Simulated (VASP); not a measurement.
Crystal: TiAl.

```
Ti Al
1.0
     3.17906    0.00000    0.00000
     0.00000    3.17906    0.00000
     0.00000    0.00000    3.17906
Ti Al
1 1
Cartesian
  0.0000 0.0000 0.0000
  1.5895 1.5895 1.5895
```

- Program: VASP 6.6.1
- Task: relaxation of cell and atoms
- Functional: RPBE
- Potentials or basis: VASP PAW PBE potentials, release 64 (Ti_sv, Al)
- Cutoff: 600 eV
- k mesh: 8 × 8 × 8
- Occupations: fermi-dirac, width 0.05 eV
- Spin: no spin polarisation

At the start: pressure 3.4 GPa; volume 16.06 Å³/atom.

Question: How do energy, volume and symmetry change on relaxing?

Answer: Over 3 steps the energy falls by 5.2 meV/atom and the volume is 16.56 Å³/atom (+3.1 %); space group Pm-3m (No. 221, to 0.05 Å).

Step by step:
| step | energy change (eV) | largest force (eV/Å) | pressure (GPa) | volume (Å³) |
| --- | --- | --- | --- | --- |
| 1 | 0.0000 | 0.0000 | 3.38 | 32.13 |
| 2 | -0.0068 | 0.0000 | -1.81 | 33.73 |
| 3 | -0.0103 | 0.0000 | -0.01 | 33.13 |

Final structure:
```cif
data_structure
_symmetry_space_group_name_H-M 'P 1'
_symmetry_Int_Tables_number 1
_cell_length_a 3.2116
_cell_length_b 3.2116
_cell_length_c 3.2116
_cell_angle_alpha 90.000
_cell_angle_beta 90.000
_cell_angle_gamma 90.000
_cell_volume 33.13
loop_
_atom_site_label
_atom_site_type_symbol
_atom_site_fract_x
_atom_site_fract_y
_atom_site_fract_z
_atom_site_occupancy
Ti1 Ti 0.00000 0.00000 0.00000 1
Al1 Al 0.50000 0.50000 0.50000 1
```

Caveat: the PAW data sets were made with another functional, which shifts forces and pressure a little.
